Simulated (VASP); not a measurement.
Wanted: the native input for a VASP 6.6.1 run.

- Task: single point
- Functional: PBE
- Potentials or basis: VASP PAW PBE potentials, release 64 (As)
- Cutoff: 520 eV
- k mesh: 9 × 9 × 9
- Occupations: gaussian, width 0.023 eV
- Spin: no spin polarisation
- Dipole correction: no
- Further INCAR settings: ALGO = Normal; EDIFF = 1e-06; NBANDS = 12

The structure of As lies in POSCAR:

```
As
1.0
    1.8807968987      1.0858785957      3.5140619945
   -1.8807968987      1.0858785957      3.5140619945
    0.0000000000     -2.1717571915      3.5140619945
As
2
Direct
    0.2260000000      0.2260000000      0.2260000000
    0.7740000000      0.7740000000      0.7740000000
```

The input as run:

INCAR

```
SYSTEM = As
PREC = Accurate
ENCUT = 520
EDIFF = 1E-6
ISMEAR = 0
SIGMA = 0.023
LREAL = .FALSE.
LASPH = .TRUE.
NELM = 100
ALGO = Normal
ISIF = 2
LWAVE = .FALSE.
LCHARG = .TRUE.
GGA = PE
LELF = .TRUE.
LVHAR = .TRUE.
NBANDS = 12
```

KPOINTS

```
Automatic mesh
0
G
  9 9 9
  0 0 0
```

Potentials or basis: VASP PAW PBE potentials, release 64 (As).

Command:

```bash
$ cat potpaw_PBE.64/As/POTCAR > POTCAR
$ mpirun -np 1 vasp_std > vasp.out
```

It gave:

```json
{
  "Pressure": "4.1 GPa",
  "Largest force": "0.491 eV/Å",
  "Band gap on the k mesh": "zero (band 5 reaches 5.50 eV, above the bottom of band 6 at 5.39 eV)"
}
```

Run time: 12 s on 1 thread of Intel(R) Xeon(R) 6975P-C (Granite Rapids), with other jobs on the host, peak memory 0.19 GiB.
